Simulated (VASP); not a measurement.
Here is a VASP 6.6.1 calculation.

The input INCAR:

```
SYSTEM = Cd
PREC     = Accurate       ! precision mode
ENCUT    = 520            ! plane-wave cutoff, eV
EDIFF    = 1E-6           ! SCF threshold, eV
ISMEAR   = -1             ! smearing method
SIGMA    = 0.1            ! smearing width, eV
LREAL    = .FALSE.        ! projectors in reciprocal space
LASPH    = .TRUE.         ! aspherical terms in the spheres
NELM     = 80             ! most SCF steps
ALGO     = Normal         ! electronic algorithm
ISIF     = 2              ! what is computed and relaxed
LWAVE    = .FALSE.        ! write WAVECAR
LCHARG   = .FALSE.        ! write CHGCAR
GGA      = CA             ! functional
NBANDS   = 19             ! bands
```

File KPOINTS:

```
regular mesh
0
G
  3 3 2
  0 0 0
```

Contents of POSCAR:

```
Cd
1.0
    2.8818641727      0.0000000000      0.0000000000
   -1.4409320863      2.4957675838      0.0000000000
    0.0000000000      0.0000000000      5.6383707528
Cd
2
Direct
    0.3333333333      0.6666666667      0.2500000000
    0.6666666667      0.3333333333      0.7500000000
```

Potentials or basis: VASP PAW LDA potentials, release 64 (Cd).

Command:

```console
$ cat potpaw_LDA.64/Cd/POTCAR > POTCAR
$ mpirun -np 1 vasp_std > vasp.out
```

Question: Predict the band gap on the k mesh.

Answer: Zero (band 12 reaches 4.44 eV, above the bottom of band 13 at -0.21 eV).

Question: Estimate the pressure.

Answer: 3.6 GPa.

Stress tensor (GPa, compression positive):
```
-1.65  0.00  0.00
 0.00 -1.65  0.00
 0.00  0.00 14.12
```

Caveat: the k points lie up to 0.84 Å⁻¹ apart.
